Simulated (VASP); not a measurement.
Set up this calculation in VASP 6.6.1, as the native input.

```yaml
Task: single point
Functional: PBEsol
Potentials_or_basis: VASP PAW PBE potentials, release 64 (Ni, Sb)
Cutoff: 600 eV
k_mesh: 2 × 2 × 2
Occupations: gaussian, width 0.1 eV
Spin: no spin polarisation
Hubbard_terms: Ni d U = 3.1 eV, J = 0.51 eV
Dipole_correction: no
LDAUTYPE: 1
Hund's_J: 0.51
Further_INCAR_settings: ALGO = Normal; EDIFF = 1e-06; NBANDS = 23
```

The structure of NiSb lies in POSCAR:

```
NiSb
1.0
    3.9399999606      0.0000000000      0.0000000000
   -1.9699999803      3.4121400568      0.0000000000
    0.0000000000      0.0000000000      5.1400000000
Ni Sb
2 2
Direct
    0.0000000000      0.0000000000      0.0000000000
    0.0000000000      0.0000000000      0.5000000000
    0.3333333333      0.6666666667      0.2500000000
    0.6666666667      0.3333333333      0.7500000000
```

These files were run (other wordings do the same):

INCAR

```
PREC = Accurate
ENCUT = 600
EDIFF = 1E-6
ISMEAR = 0
SIGMA = 0.1
LREAL = False
LASPH = True
NELM = 200
ALGO = Normal
ISIF = 2
LWAVE = False
LCHARG = True
LMAXMIX = 4
LDAU = True
LDAUTYPE = 1
LDAUL = 2 -1
LDAUU = 3.1 0
LDAUJ = 0.51 0
LDAUPRINT = 1
GGA = PS
LELF = True
LVHAR = True
NBANDS = 23
GGA_COMPAT = False
```

KPOINTS

```
regular mesh
0
Gamma
  2 2 2
```

Potentials or basis: VASP PAW PBE potentials, release 64 (Ni, Sb).

The run is started by

```sh
$ cat potpaw_PBE.64/Ni/POTCAR potpaw_PBE.64/Sb/POTCAR > POTCAR
$ mpirun -np 1 vasp_std > vasp.out
```

Results of the run:

```
Pressure               : -3.8 GPa
Band gap on the k mesh : zero (bands 15 and 16 overlap by 2.57 eV)
```

Caveat: the k points lie up to 0.92 Å⁻¹ apart, too coarse for converged energies and pressures of a metal; the PAW data sets were made with another functional, which shifts forces and pressure a little; spin-orbit coupling is left out, which moves the levels of the heavy elements; U without spin polarisation on a metal has little footing; the U is typed as a test and isn't derived for this compound.

Run time: 22 s on 1 thread of AMD EPYC 7R43 64-Core Processor (Zen 3), with other jobs on the host, peak memory 0.15 GiB.
